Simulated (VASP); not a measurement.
**TiAl: single point with PBEsol**

Crystal: TiAl.

```
CELL_PARAMETERS angstrom
3.01800 0.00000 0.00000
0.00000 3.01800 0.00000
0.00000 0.00000 3.01800
ATOMIC_POSITIONS crystal
Ti 0.50000 0.50000 0.50000
Al 0.00000 0.00000 0.00000
```

- Program: VASP 6.6.1
- Task: single point
- Functional: PBEsol
- Potentials or basis: VASP PAW PBE potentials, release 64 (Ti_sv, Al)
- Cutoff: 520 eV
- k mesh: 14 × 14 × 14
- Occupations: gaussian, width 0.1 eV
- Spin: no spin polarisation

The pressure is 20.7 GPa.

Levels at points of the mesh, in eV from the Fermi level:
```csv
k point,band 3,band 4,band 5,band 6,band 7,band 8,band 9,band 10,band 11,band 12
"(0.00, 0.00, 0.00)",-32.63,-32.63,-9.94,-1.85,-1.85,2.16,2.16,2.16,5.25,5.25
"(0.50, 0.00, 0.00)",-32.60,-32.60,-6.18,-5.64,-0.74,0.17,0.17,2.43,3.72,6.67
"(0.50, 0.50, 0.00)",-32.88,-32.57,-5.47,-2.08,-2.08,-1.68,0.77,0.77,3.38,5.77
"(0.50, 0.50, 0.50)",-32.84,-32.84,-3.61,-3.61,-3.61,1.63,3.42,3.42,3.42,3.47
```

It took 63 s on 1 thread of Intel(R) Xeon(R) Platinum 8175M CPU @ 2.50GHz (Skylake/Cascade Lake) (shared host), peak memory 0.17 GiB.

Caveat: the PAW data sets were made with another functional, which shifts forces and pressure a little.
